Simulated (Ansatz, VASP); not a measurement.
## In: VASP beside Ansatz

INCAR

```
SYSTEM = In
PREC = Accurate ; ENCUT = 520
EDIFF = 1E-7 ; ISMEAR = 0
SIGMA = 0.15 ; LREAL = .FALSE.
LASPH = .TRUE. ; NELM = 80
ALGO = Fast ; ISIF = 2
LWAVE = .FALSE. ; LCHARG = .FALSE.
GGA = PS ; NBANDS = 12
```

File KPOINTS:

```
regular mesh
0
G
  18 18 18
  0 0 0
```

File POSCAR:

```
In
1.0
   -1.8825252400      1.8825252400      1.9390009972
    1.8825252400     -1.8825252400      1.9390009972
    1.8825252400      1.8825252400     -1.9390009972
In
1
Direct
    0.0000000000      0.0000000000      0.0000000000
```

Input for Ansatz:

```yaml
crystal:
  lattice:
    - [-1.88252524, 1.88252524, 1.9390009972]
    - [1.88252524, -1.88252524, 1.9390009972]
    - [1.88252524, 1.88252524, -1.9390009972]
  atoms:
    - { symbol: In, position: [0.0, 0.0, 0.0] }
basis:
  ecutwfc: 420
kpoints:
  mp_grid: { grid: [18, 18, 18] }
hamiltonian:
  xc: pbesol
scf:
  occupations: { method: gaussian, width: 0.15 }
output:
  forces: true
  stress: true
  eigenvalues: true
```

Change from the starting cell: strain +0.000 along x and y, +0.030 along z, atoms carried along.

Alike in both runs: task single point; functional PBEsol; k mesh 18 × 18 × 18; occupations gaussian, width 0.15 eV; no spin polarisation.

|  | VASP | Ansatz |
| --- | --- | --- |
| version | VASP 6.6.1 | Ansatz 0.2.0 |
| potentials or method | VASP PAW PBE potentials, release 64 (In_d), cutoff 520 eV | scalar-relativistic, plane waves, PAW |
| valence electrons in the cell | 13 | 13 |

|  | VASP | Ansatz | Ansatz less VASP |
| --- | --- | --- | --- |
| gap on the k mesh at the Fermi level (eV) | none | none | - |
| pressure (GPa) | -2.4 | -2.4 | +0.02 |

VASP's potentials were made for PBE, not for PBEsol. A gap of «none» marks a metal or a gap that the smearing closes. With one functional, cell and mesh, what is left measures potentials, basis and numerics.
